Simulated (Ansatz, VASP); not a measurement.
TaC in VASP and in Ansatz

```
Ta C
1.0
     0.00000    2.17509    2.17509
     2.17509    0.00000    2.17509
     2.17509    2.17509    0.00000
Ta C
1 1
Cartesian
  0.0000 0.0000 0.0000
  2.1751 2.1751 2.1751
```

Alike in both runs: task single point; functional PBEsol; dispersion D3(BJ); k mesh 10 × 10 × 10; occupations gaussian, width 0.05 eV; no spin polarisation.

```csv
,VASP,Ansatz
version,VASP 6.6.1,Ansatz 0.2.0
potentials or method,"VASP PAW PBE potentials, release 64 (Ta_pv, C), cutoff 600 eV","scalar-relativistic, plane waves, PAW"
valence electrons in the cell,15,17
```

```csv
,VASP,Ansatz,Ansatz less VASP
gap on the k mesh at the Fermi level (eV),none,none,-
pressure (GPa),17.2,16.1,-1.08
```

VASP's potentials were made for PBE, not for PBEsol. A gap of «none» marks a metal or a gap that the smearing closes. VASP's potentials hold 15 valence electrons a cell and Ansatz's 17, so a difference there can come from the potentials and not from the codes.

Spin-orbit coupling is off throughout.
